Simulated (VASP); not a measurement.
# BP (Fm-3m) in VASP: settings compared, part 2 of 2

VASP 6.6.1. The steps go on from the part before.

### 4 Single point, r2SCAN

POSCAR reads:

```
BP
1.0
    0.0000000000      2.1554245244      2.1554245244
    2.1554245244      0.0000000000      2.1554245244
    2.1554245244      2.1554245244      0.0000000000
B P
1 1
Direct
    0.0000000000      0.0000000000      0.0000000000
    0.5000000000      0.5000000000      0.5000000000
```

INCAR.step1 reads:

```
SYSTEM = BP
PREC     = Accurate       ! precision mode
ENCUT    = 520            ! plane-wave cutoff, eV
ISMEAR   = -1             ! smearing method
SIGMA    = 0.02           ! smearing width, eV
LREAL    = .False.        ! projectors in reciprocal space
LASPH    = .True.         ! aspherical terms in the spheres
NELM     = 80             ! most SCF steps
NBANDS   = 11             ! bands
GGA      = PE             ! functional
ALGO     = Normal         ! electronic algorithm
EDIFF    = 1E-4           ! SCF threshold, eV
LWAVE    = .True.         ! write WAVECAR
LCHARG   = .False.        ! write CHGCAR
```

INCAR.step2 reads:

```
SYSTEM = BP
PREC     = Accurate       ! precision mode
ENCUT    = 520            ! plane-wave cutoff, eV
EDIFF    = 1E-6           ! SCF threshold, eV
ISMEAR   = -1             ! smearing method
SIGMA    = 0.02           ! smearing width, eV
LREAL    = .False.        ! projectors in reciprocal space
LASPH    = .True.         ! aspherical terms in the spheres
NELM     = 80             ! most SCF steps
ALGO     = Normal         ! electronic algorithm
ISIF     = 2              ! what is computed and relaxed
LWAVE    = .False.        ! write WAVECAR
LCHARG   = .False.        ! write CHGCAR
METAGGA  = R2SCAN         ! meta-GGA
LMIXTAU  = .True.       
NBANDS   = 11             ! bands
ISTART   = 1
```

KPOINTS reads:

```
regular mesh
0
Gamma
  10 10 10
  0 0 0
```

Potentials or basis: VASP PAW PBE potentials, release 64 (B, P).

Command:

```
> cat potpaw_PBE.64/B/POTCAR potpaw_PBE.64/P/POTCAR > POTCAR
> cp INCAR.step1 INCAR
> mpirun -np 1 vasp_std > vasp.out
> cp INCAR.step2 INCAR
> mpirun -np 1 vasp_std > vasp.out
```

OUTCAR:

```text
SYSTEM = BP
   PREC = Accurate
   ENCUT = 520
   EDIFF = 1E-6
   ISMEAR = -1
   LREAL = .False.
   LASPH = .True.
   NELM = 80
   ISIF = 2
   METAGGA = R2SCAN
   ISTART = 1

 ion  position               nearest neighbor table
   1  0.000  0.000  0.000-   2 2.16   2 2.16   2 2.16   2 2.16   2 2.16   2 2.16
   2  0.500  0.500  0.500-   1 2.16   1 2.16   1 2.16   1 2.16   1 2.16   1 2.16

  LATTYP: Found a face centered cubic cell.
 ALAT       =     4.3108490488

  Lattice vectors:

 A1 = (   0.0000000000,   2.1554245244,   2.1554245244)
 A2 = (   2.1554245244,   0.0000000000,   2.1554245244)
 A3 = (   2.1554245244,   2.1554245244,   0.0000000000)

Analysis of symmetry for initial positions (statically):
=====================================================================
 Subroutine PRICEL returns:
 Original cell was already a primitive cell.

 Routine SETGRP: Setting up the symmetry group for a
 face centered cubic supercell.

 Subroutine GETGRP returns: Found 48 space group operations
 (whereof 48 operations were pure point group operations)
 out of a pool of 48 trial point group operations.

The static configuration has the point symmetry O_h .

Analysis of symmetry for dynamics (positions and initial velocities):
=====================================================================
 Subroutine PRICEL returns:
 Original cell was already a primitive cell.

 Routine SETGRP: Setting up the symmetry group for a
 face centered cubic supercell.

 Subroutine GETGRP returns: Found 48 space group operations
 (whereof 48 operations were pure point group operations)
 out of a pool of 48 trial point group operations.

The dynamic configuration has the point symmetry O_h .

 Subroutine INISYM returns: Found 48 space group operations
 (whereof 48 operations are pure point group operations),
 and found     1 'primitive' translations

----------------------------------------------------------------------------------------

                                     Primitive cell

  volume of cell :      20.0276

  direct lattice vectors                    reciprocal lattice vectors
     0.000000000  2.155424524  2.155424524    -0.231972864  0.231972864  0.231972864
     2.155424524  0.000000000  2.155424524     0.231972864 -0.231972864  0.231972864
     2.155424524  2.155424524  0.000000000     0.231972864  0.231972864 -0.231972864

  length of vectors
     3.048230595  3.048230595  3.048230595     0.401788786  0.401788786  0.401788786

  position of ions in fractional coordinates (direct lattice)
     0.000000000  0.000000000  0.000000000
     0.500000000  0.500000000  0.500000000

  ion indices of the primitive-cell ions
   primitive index   ion index
                 1           1
                 2           2

----------------------------------------------------------------------------------------

 KPOINTS: regular mesh

Automatic generation of k-mesh.
 Grid dimensions read from file:
 generate k-points for:   10   10   10

 Generating k-lattice:

  Cartesian coordinates                     Fractional coordinates (reciprocal lattice)
    -0.023197286  0.023197286  0.023197286     0.100000000  0.000000000  0.000000000
     0.023197286 -0.023197286  0.023197286     0.000000000  0.100000000  0.000000000
     0.023197286  0.023197286 -0.023197286     0.000000000  0.000000000  0.100000000

  Length of vectors
     0.040178879  0.040178879  0.040178879

  Shift w.r.t. Gamma in fractional coordinates (k-lattice)
     0.000000000  0.000000000  0.000000000

 Subroutine IBZKPT returns following result:
 ===========================================

 Found     47 irreducible k-points:

 Following reciprocal coordinates:
            Coordinates               Weight
  0.000000  0.000000  0.000000      1.000000
  0.100000  0.000000  0.000000      8.000000
  0.200000  0.000000  0.000000      8.000000
  0.300000  0.000000  0.000000      8.000000
  0.400000  0.000000  0.000000      8.000000
  0.500000  0.000000  0.000000      4.000000
[... 16 lines left out ...]
  0.300000  0.300000  0.000000      6.000000
  0.400000  0.300000  0.000000     24.000000
 [... further k-points ...]
   k-points           NKPTS =     47   k-points in BZ     NKDIM =     47   number of bands    NBANDS=     11
   number of dos      NEDOS =    301   number of ions     NIONS =      2
   total plane-waves  NPLWV =  13824
   dimension x,y,z NGX =    24 NGY =   24 NGZ =   24
   dimension x,y,z NGXF=    48 NGYF=   48 NGZF=   48
   ions per type =               1   1
   NGX,Y,Z   is equivalent  to a cutoff of  13.09, 13.09, 13.09 a.u.
   NGXF,Y,Z  is equivalent  to a cutoff of  26.18, 26.18, 26.18 a.u.
 SYSTEM =  BP
   PREC   = accura    normal or accurate (medium, high low for compatibility)
   ISTART =      1    job   : 0-new  1-cont  2-samecut
   ICHARG =      0    charge: 1-file 2-atom 10-const
   ISPIN  =      1    spin polarized calculation?
   LNONCOLLINEAR =      F non collinear calculations
   LSORBIT =      F    spin-orbit coupling
   LASPH  =      T    aspherical Exc in radial PAW
   ENCUT  =  520.0 eV  38.22 Ry    6.18 a.u.   5.67  5.67  5.67*2*pi/ulx,y,z
   NELM   =     80;   NELMIN=  2; NELMDL=  0     # of ELM steps
   EDIFF  = 0.1E-05   stopping-criterion for ELM
   LREAL  =      F    real-space projection
   EDIFFG = 0.1E-04   stopping-criterion for IOM
   NSW    =      0    number of steps for IOM
   IBRION =     -1    ionic relax: 0-MD 1-quasi-New 2-CG
   NFREE  =      0    steps in history (QN), initial steepest desc. (CG)
   ISIF   =      2    stress and relaxation
   ISYM   =      2    0-nonsym 1-usesym 2-fastsym
   POTIM  = 0.5000    time-step for ionic-motion
   TEBEG  =    0.0;   TEEND  =   0.0 temperature during run
   PSTRESS=    0.0 pullay stress
   NELECT =       8.0000    total number of electrons
   NUPDOWN=      -1.0000    fix difference up-down
   EMIN   =  10.00;   EMAX   =-10.00  energy-range for DOS
   EFERMI =   0.00;   METHOD = LEGACY
   ISMEAR =    -1;   SIGMA  =   0.02  broadening in eV -4-tet -1-fermi 0-gaus
   EFERMI_NEDOS =   21; number of points for ismear=-14 and -15
   IALGO  =     38    algorithm
   IMIX   =      4    mixing-type and parameters
     AMIX     =   0.40;   BMIX     =  1.00
     AMIX_MAG =   1.60;   BMIX_MAG =  1.00
  volume/ion in A,a.u.               =      10.01        67.58
  Fermi-wavevector in a.u.,A,eV,Ry     =   1.205671  2.278387 19.777995  1.453642
  Thomas-Fermi vector in A             =   2.341360
   LORBIT       =      0    0 simple, 1 ext, 2 COOP (PROOUT), +10 PAW based schemes
   METAGGA = R2SCAN    functional components
   LHFCALC =     F    Hartree Fock is set to
   AEXX    =    0.0000 exact exchange contribution
   IVDW    =     0    specifies the selected vdW correction
   LEPSILON=     F    determine dielectric tensor
   LRPA    =     F    only Hartree local field effects (RPA)
 non-spin polarized calculation
  energy-cutoff  :      520.00
  volume of cell :       20.03
 maximum number of plane-waves:       549
   NGX = 11   NGY = 11   NGZ = 11

 number of electron       8.0000000 magnetization

 Free energy of the ion-electron system (eV)
  ---------------------------------------------------
  ext. energy  EPLUGINS =         0.00000000
  ---------------------------------------------------
  free energy    TOTEN  =       -14.85482623 eV

  energy without entropy =      -14.85210886  energy(sigma->0) =      -14.85346755

 E-fermi :   9.7158     XC(G=0): -12.6956

 val. band max:        9.6923516288   @ k =  -0.4000   0.1000   0.0000
 cond. band min:       9.7304795875   @ k =   0.1000   0.0000   0.0000
 fundamental gap:      0.0381279587
 Fermi energy:         9.7157666166

 k-point     1 :       0.0000    0.0000    0.0000
  band No.  band energies     occupation
      1      -8.1261      2.00000
      2       9.7978      0.03260
      3       9.7978      0.03260
      4       9.7978      0.03260
      5      16.9620      0.00000
      6      18.1288      0.00000
      7      18.1288      0.00000
      8      18.1288      0.00000
      9      19.0784      0.00000
     10      19.0784      0.00000
     11      19.0784      0.00000
[... 309 lines left out ...]
 k-point    24 :       0.4000    0.3000    0.0000
  band No.  band energies     occupation
      1      -4.3292      2.00000
      2       4.0448      2.00000
      3       4.9784      2.00000
      4       6.0225      2.00000
      5       8.3460      2.00000
      6      14.2852      0.00000
      7      20.1575      0.00000
      8      21.3531      0.00000
      9      23.2759      0.00000
     10      26.9367      0.00000
     11      28.1117      0.00000

 [... further k-points ...]

------------------------ aborting loop because EDIFF is reached ----------------------------------------

  FORCE on cell =-STRESS in cart. coord.  units (eV):
  Direction    XX          YY          ZZ          XY          YZ          ZX
  --------------------------------------------------------------------------------------
  -------------------------------------------------------------------------------------
  Total       -0.0437083     -0.0437083     -0.0437083      0.0000000     -0.0000000     -0.0000000
  in kB       -3.4966036     -3.4966036     -3.4966036      0.0000000     -0.0000000     -0.0000000
  external PRESSURE =      -3.4966036 kB  Pullay stress =       0.0000000 kB

 VOLUME and BASIS-vectors are now :
 -----------------------------------------------------------------------------
  energy-cutoff  :      520.00
  volume of cell :       20.03
      direct lattice vectors                 reciprocal lattice vectors
     0.000000000  2.155424524  2.155424524    -0.231972864  0.231972864  0.231972864
     2.155424524  0.000000000  2.155424524     0.231972864 -0.231972864  0.231972864
     2.155424524  2.155424524  0.000000000     0.231972864  0.231972864 -0.231972864

 POSITION                                       TOTAL-FORCE (eV/Angst)
 -----------------------------------------------------------------------------------
      0.00000      0.00000      0.00000        -0.000000     -0.000000     -0.000000
      2.15542      2.15542      2.15542         0.000000      0.000000      0.000000
 -----------------------------------------------------------------------------------
    total drift:                                0.000000     -0.000000     -0.000000

  FREE ENERGIE OF THE ION-ELECTRON SYSTEM (eV)
  ---------------------------------------------------
  free  energy   TOTEN  =       -14.8548262341 eV

  energy  without entropy=      -14.8521088566  energy(sigma->0) =      -14.85346755
```

It took 25 s on 1 thread of Intel Xeon Platinum 8488C (Sapphire Rapids), shared host; peak memory 0.14 GiB.

What came out:

| Property | Result |
| --- | --- |
| Free energy | -14.8548 eV |
| Pressure | -0.3 GPa |
| Band gap on the k mesh | zero (bands 4 and 5 overlap by 4.17 eV) |

Levels at points of the mesh, in eV from the Fermi level:
```csv
k point,band 2,band 3,band 4,band 5,band 6,band 7
"(0.00, 0.00, 0.00)",0.08,0.08,0.08,7.25,8.41,8.41
"(0.50, 0.00, 0.00)",-11.24,0.80,0.80,1.26,1.26,5.78
"(0.50, 0.50, 0.00)",-9.43,-4.46,-4.46,-2.93,3.06,13.08
```

Caveat: the structure was generated, so it needn't be the stable form of BP; the PAW data sets were made with another functional, which shifts forces and pressure a little.

### 5 Summary

```tsv
level	cell	gap on the mesh (eV)	pressure (GPa)
PBE	a = 3.049 Å, angles 60.0°, 2 atoms	none	-0.2
PBE	a = 3.048 Å, angles 60.0°, 2 atoms	none	0.0
r2SCAN	a = 3.048 Å, angles 60.0°, 2 atoms	none	-0.3
```

Alike in all rows: task single point; potentials or basis VASP PAW PBE potentials, release 64 (B, P); no spin polarisation; k mesh 10 × 10 × 10; cutoff (eV) 520; smearing fermi-dirac 0.02 eV.

The pressure there spans -0.3 GPa (r2SCAN) to 0.0 GPa (PBE); a positive pressure means that this level wants a larger cell, a negative one a smaller.

Caveats: the structure was generated, so it needn't be the stable form of BP; the PAW data sets were made with another functional, which shifts forces and pressure a little (at least some runs).

Total energies depend on the potentials used, so only differences within one code and one set of settings carry meaning.

The gap in the log of VASP goes by the Fermi energy; the results here count the filled bands.